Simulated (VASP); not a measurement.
# SiO2 (P4_12_12) in VASP: electric field gradients with PBE

Aim: the electric field gradients of SiO2 with PBE.

Program: VASP 6.6.1. These are calculated values, not measurements. Logs are shortened: lines on timing, memory, paths and dates and some standing lists are left out, and cuts for length are marked.

**1. The cell of the first run**

The structure is tetragonal, space group P4_12_12 (No. 92). Conventional cell: a = 4.982 Å, b = 4.982 Å, c = 6.963 Å, α = 90.00°, β = 90.00°, γ = 90.00°. Within 2.1 Å of Si (site symmetry 2) lie 4 O at 1.60 to 1.61 Å. O (site symmetry 1) has 2 Si at 1.60 to 1.61 Å within 2.1 Å.

**2. Electric field gradients, PBE**

File INCAR:

```
ALGO = Normal
EDIFF = 1E-8
ENCUT = 520
GGA = PE
GGA_COMPAT = F
ISIF = 2
ISMEAR = -1
LASPH = T
LCHARG = F
LEFG = T
LREAL = F
LWAVE = F
NBANDS = 44
NELM = 120
PREC = Accurate
SIGMA = 0.01
```

File KPOINTS:

```
k-points
0
Gamma
  6 6 4
```

File POSCAR:

```
SiO2
1.0
    4.9820000000      0.0000000000      0.0000000000
    0.0000000000      4.9820000000      0.0000000000
    0.0000000000      0.0000000000      6.9630000000
Si O
4 8
Direct
    0.2989700000      0.2989700000      0.0000000000
    0.2010300000      0.7989700000      0.2500000000
    0.7010300000      0.7010300000      0.5000000000
    0.7989700000      0.2010300000      0.7500000000
    0.2398900000      0.1034700000      0.1781300000
    0.3965300000      0.7398900000      0.4281300000
    0.7601100000      0.8965300000      0.6781300000
    0.6034700000      0.2601100000      0.9281300000
    0.7398900000      0.3965300000      0.5718700000
    0.8965300000      0.7601100000      0.3218700000
    0.2601100000      0.6034700000      0.0718700000
    0.1034700000      0.2398900000      0.8218700000
```

Potentials or basis: VASP PAW PBE potentials, release 64 (Si, O).

Command:

```
cat potpaw_PBE.64/Si/POTCAR potpaw_PBE.64/O/POTCAR > POTCAR
mpirun -np 1 vasp_std > vasp.out
```

OUTCAR:

```text
EDIFF = 1E-8
   ENCUT = 520
   GGA = PE
   ISIF = 2
   ISMEAR = -1
   LASPH = T
   LREAL = F
   NELM = 120
   PREC = Accurate

 ion  position               nearest neighbor table
   1  0.299  0.299  0.000-   5 1.60  12 1.60  11 1.61   8 1.61   2 3.08   4 3.08   2 3.08   4 3.08

   2  0.201  0.799  0.250-   6 1.60  11 1.60  10 1.61   5 1.61   1 3.08   3 3.08   1 3.08   3 3.08

   3  0.701  0.701  0.500-   7 1.60  10 1.60   9 1.61   6 1.61   2 3.08   4 3.08   4 3.08   2 3.08

   4  0.799  0.201  0.750-   8 1.60   9 1.60   7 1.61  12 1.61   1 3.08   3 3.08   3 3.08   1 3.08

   5  0.240  0.103  0.178-   1 1.60   2 1.61
   6  0.397  0.740  0.428-   2 1.60   3 1.61
   7  0.760  0.897  0.678-   3 1.60   4 1.61
   8  0.603  0.260  0.928-   4 1.60   1 1.61
   9  0.740  0.397  0.572-   4 1.60   3 1.61
  10  0.897  0.760  0.322-   3 1.60   2 1.61
  11  0.260  0.603  0.072-   2 1.60   1 1.61
  12  0.103  0.240  0.822-   1 1.60   4 1.61

  LATTYP: Found a simple tetragonal cell.
 ALAT       =     4.9820000000
 C/A-ratio  =     1.3976314733

  Lattice vectors:

 A1 = (   4.9820000000,   0.0000000000,   0.0000000000)
 A2 = (   0.0000000000,   4.9820000000,   0.0000000000)
 A3 = (   0.0000000000,   0.0000000000,   6.9630000000)

Analysis of symmetry for initial positions (statically):
=====================================================================
 Subroutine PRICEL returns:
 Original cell was already a primitive cell.

 Routine SETGRP: Setting up the symmetry group for a
 simple tetragonal supercell.

 Subroutine GETGRP returns: Found  8 space group operations
 (whereof  2 operations were pure point group operations)
 out of a pool of 16 trial point group operations.

The static configuration has the point symmetry C_2 .
 The point group associated with its full space group is D_4 .

Analysis of symmetry for dynamics (positions and initial velocities):
=====================================================================
 Subroutine PRICEL returns:
 Original cell was already a primitive cell.

 Routine SETGRP: Setting up the symmetry group for a
 simple tetragonal supercell.

 Subroutine GETGRP returns: Found  8 space group operations
 (whereof  2 operations were pure point group operations)
 out of a pool of 16 trial point group operations.

The dynamic configuration has the point symmetry C_2 .
 The point group associated with its full space group is D_4 .

 Subroutine INISYM returns: Found  8 space group operations
 (whereof  2 operations are pure point group operations),
 and found     1 'primitive' translations

----------------------------------------------------------------------------------------

                                     Primitive cell

  volume of cell :     172.8239

  direct lattice vectors                    reciprocal lattice vectors
     4.982000000  0.000000000  0.000000000     0.200722601  0.000000000  0.000000000
     0.000000000  4.982000000  0.000000000     0.000000000  0.200722601  0.000000000
     0.000000000  0.000000000  6.963000000     0.000000000  0.000000000  0.143616257

  length of vectors
     4.982000000  4.982000000  6.963000000     0.200722601  0.200722601  0.143616257

  position of ions in fractional coordinates (direct lattice)
     0.298970000  0.298970000  0.000000000
     0.201030000  0.798970000  0.250000000
     0.701030000  0.701030000  0.500000000
     0.798970000  0.201030000  0.750000000
     0.239890000  0.103470000  0.178130000
     0.396530000  0.739890000  0.428130000
     0.760110000  0.896530000  0.678130000
     0.603470000  0.260110000  0.928130000
     0.739890000  0.396530000  0.571870000
     0.896530000  0.760110000  0.321870000
     0.260110000  0.603470000  0.071870000
     0.103470000  0.239890000  0.821870000

  ion indices of the primitive-cell ions
   primitive index   ion index
[... 100 lines left out ...]
   EFERMI_NEDOS =   21; number of points for ismear=-14 and -15
   IALGO  =     38    algorithm
   IMIX   =      4    mixing-type and parameters
     AMIX     =   0.40;   BMIX     =  1.00
     AMIX_MAG =   1.60;   BMIX_MAG =  1.00
  volume/ion in A,a.u.               =      14.40        97.19
  Fermi-wavevector in a.u.,A,eV,Ry     =   1.175620  2.221599 18.804365  1.382082
  Thomas-Fermi vector in A             =   2.311997
   LORBIT       =      0    0 simple, 1 ext, 2 COOP (PROOUT), +10 PAW based schemes
   GGA     = PE    functional components
   LHFCALC =     F    Hartree Fock is set to
   AEXX    =    0.0000 exact exchange contribution
   IVDW    =     0    specifies the selected vdW correction
   LEPSILON=     F    determine dielectric tensor
   LRPA    =     F    only Hartree local field effects (RPA)
 non-spin polarized calculation
  energy-cutoff  :      520.00
  volume of cell :      172.82
 maximum number of plane-waves:      4690
 NGX is ok and might be reduce to    40
   NGX = 19   NGY = 19   NGZ = 25

 number of electron      63.9999998 magnetization

 Free energy of the ion-electron system (eV)
  ---------------------------------------------------
  ext. energy  EPLUGINS =         0.00000000
  ---------------------------------------------------
  free energy    TOTEN  =       -94.80215648 eV

  energy without entropy =      -94.80215648  energy(sigma->0) =      -94.80215648

 E-fermi :   0.2959     XC(G=0):  -8.3757

 val. band max:        0.0863950961   @ k =   0.0000   0.0000   0.0000
 cond. band min:       5.8492807889   @ k =   0.0000   0.0000   0.0000
 fundamental gap:      5.7628856928
 Fermi energy:         0.2958830454

 k-point     1 :       0.0000    0.0000    0.0000
  band No.  band energies     occupation
      1     -19.4184      2.00000
      2     -18.5130      2.00000
      3     -18.5130      2.00000
      4     -17.3387      2.00000
      5     -17.2867      2.00000
      6     -17.2836      2.00000
[... 1117 lines left out ...]
     43      11.6483      0.00000
     44      11.6484      0.00000

 [... further k-points ...]
[... 5 lines left out ...]
  --------------------------------------------------------------------------------------
  -------------------------------------------------------------------------------------
  Total        6.7145071      6.7145071      7.3784681      0.0000000      0.0000000      0.0000000
  in kB       62.2473514     62.2473514     68.4026527      0.0000000      0.0000000      0.0000000
  external PRESSURE =      64.2991185 kB  Pullay stress =       0.0000000 kB

 VOLUME and BASIS-vectors are now :
 -----------------------------------------------------------------------------
  energy-cutoff  :      520.00
  volume of cell :      172.82
      direct lattice vectors                 reciprocal lattice vectors
     4.982000000  0.000000000  0.000000000     0.200722601  0.000000000  0.000000000
     0.000000000  4.982000000  0.000000000     0.000000000  0.200722601  0.000000000
     0.000000000  0.000000000  6.963000000     0.000000000  0.000000000  0.143616257

 POSITION                                       TOTAL-FORCE (eV/Angst)
 -----------------------------------------------------------------------------------
      1.48947      1.48947      0.00000         0.119051      0.119051      0.000000
      1.00153      3.98047      1.74075        -0.119051      0.119051      0.000000
      3.49253      3.49253      3.48150        -0.119051     -0.119051      0.000000
      3.98047      1.00153      5.22225         0.119051     -0.119051      0.000000
      1.19513      0.51549      1.24032        -0.078885      0.091563      0.386878
      1.97551      3.68613      2.98107        -0.091563     -0.078885      0.386878
      3.78687      4.46651      4.72182         0.078885     -0.091563      0.386878
      3.00649      1.29587      6.46257         0.091563      0.078885      0.386878
      3.68613      1.97551      3.98193        -0.078885     -0.091563     -0.386878
      4.46651      3.78687      2.24118        -0.091563      0.078885     -0.386878
      1.29587      3.00649      0.50043         0.078885      0.091563     -0.386878
      0.51549      1.19513      5.72268         0.091563     -0.078885     -0.386878
 -----------------------------------------------------------------------------------
    total drift:                                0.000000     -0.000000     -0.000000

  FREE ENERGIE OF THE ION-ELECTRON SYSTEM (eV)
  ---------------------------------------------------
  free  energy   TOTEN  =       -94.8021564806 eV

  energy  without entropy=      -94.8021564806  energy(sigma->0) =      -94.80215648

 Electric field gradients (V/A^2)
---------------------------------------------------------------------
 ion       V_xx      V_yy      V_zz      V_xy      V_xz      V_yz
---------------------------------------------------------------------
   1       0.655     0.655    -1.310    -0.032     1.603    -1.603
   2       0.655     0.655    -1.310     0.032     1.603     1.603
   3       0.655     0.655    -1.310    -0.032    -1.603     1.603
   4       0.655     0.655    -1.310     0.032    -1.603    -1.603
   5     -46.521    43.498     3.023    17.484   -12.901   -57.239
   6      43.498   -46.521     3.023   -17.484    57.239   -12.901
   7     -46.521    43.498     3.023    17.484    12.901    57.239
   8      43.498   -46.521     3.023   -17.484   -57.239    12.901
   9     -46.521    43.498     3.023   -17.484    12.901   -57.239
  10      43.498   -46.521     3.023    17.484   -57.239   -12.901
  11     -46.521    43.498     3.023   -17.484   -12.901    57.239
  12      43.498   -46.521     3.023    17.484    57.239    12.901
---------------------------------------------------------------------

 Electric field gradients after diagonalization (V/A^2)
 (convention: |V_zz| > |V_xx| > |V_yy|)
----------------------------------------------------------------------
 ion       V_xx      V_yy      V_zz     asymmetry (V_yy - V_xx)/ V_zz
----------------------------------------------------------------------
   1       2.166     0.622    -2.789       0.554
   2       2.166     0.622    -2.789       0.554
   3       2.166     0.622    -2.789       0.554
   4       2.166     0.622    -2.789       0.554
   5     -50.057   -37.435    87.493       0.144
   6     -50.057   -37.435    87.493       0.144
   7     -50.057   -37.435    87.493       0.144
   8     -50.057   -37.435    87.493       0.144
   9     -50.057   -37.435    87.493       0.144
  10     -50.057   -37.435    87.493       0.144
  11     -50.057   -37.435    87.493       0.144
  12     -50.057   -37.435    87.493       0.144
----------------------------------------------------------------------

           NMR quadrupolar parameters

 Cq : quadrupolar parameter    Cq=e*Q*V_zz/h
 eta: asymmetry parameters     (V_yy - V_xx)/ V_zz
 Q  : nuclear electric quadrupole moment in mb (millibarn)
----------------------------------------------------------------------
 ion       Cq(MHz)       eta       Q (mb)
----------------------------------------------------------------------
   1      -0.007       0.554       1.000
   2      -0.007       0.554       1.000
   3      -0.007       0.554       1.000
   4      -0.007       0.554       1.000
   5       0.212       0.144       1.000
   6       0.212       0.144       1.000
   7       0.212       0.144       1.000
   8       0.212       0.144       1.000
   9       0.212       0.144       1.000
  10       0.212       0.144       1.000
  11       0.212       0.144       1.000
  12       0.212       0.144       1.000
----------------------------------------------------------------------
```

Wall time 4.4 min (1 thread of Oxide Virtual Turin-like, shared host); peak memory 0.33 GiB.

What came out:

| Quantity | Value |
| --- | --- |
| Free energy | -94.8022 eV |
| Pressure | 6.4 GPa |
| Largest force | 0.405 eV/Å |
| Band gap on the k mesh | 5.76 eV |
| Largest electric field gradient by atom | Si -2.8; O +87.5 V/Å² |

Forces in eV/Å, atoms in the order of the input:
```
Si   0.119  0.119  0.000
Si  -0.119  0.119  0.000
Si  -0.119 -0.119  0.000
Si   0.119 -0.119  0.000
O   -0.079  0.092  0.387
O   -0.092 -0.079  0.387
O    0.079 -0.092  0.387
O    0.092  0.079  0.387
O   -0.079 -0.092 -0.387
O   -0.092  0.079 -0.387
O    0.079  0.092 -0.387
O    0.092 -0.079 -0.387
```

Electric field gradients, principal values (V/Å²):
| atom | least | middle | greatest (by size) |
| --- | --- | --- | --- |
| 1 Si | 0.622 | 2.166 | -2.789 |
| 2 Si | 0.622 | 2.166 | -2.789 |
| 3 Si | 0.622 | 2.166 | -2.789 |
| 4 Si | 0.622 | 2.166 | -2.789 |
| 5 O | -37.435 | -50.057 | 87.493 |
| 6 O | -37.435 | -50.057 | 87.493 |
| 7 O | -37.435 | -50.057 | 87.493 |
| 8 O | -37.435 | -50.057 | 87.493 |
| 9 O | -37.435 | -50.057 | 87.493 |
| 10 O | -37.435 | -50.057 | 87.493 |
| 11 O | -37.435 | -50.057 | 87.493 |
| 12 O | -37.435 | -50.057 | 87.493 |

Caveat: the cell stands under pressure; without QUAD_EFG the Cq values of the log hold for a quadrupole moment of 1 mb, not for the nuclei.
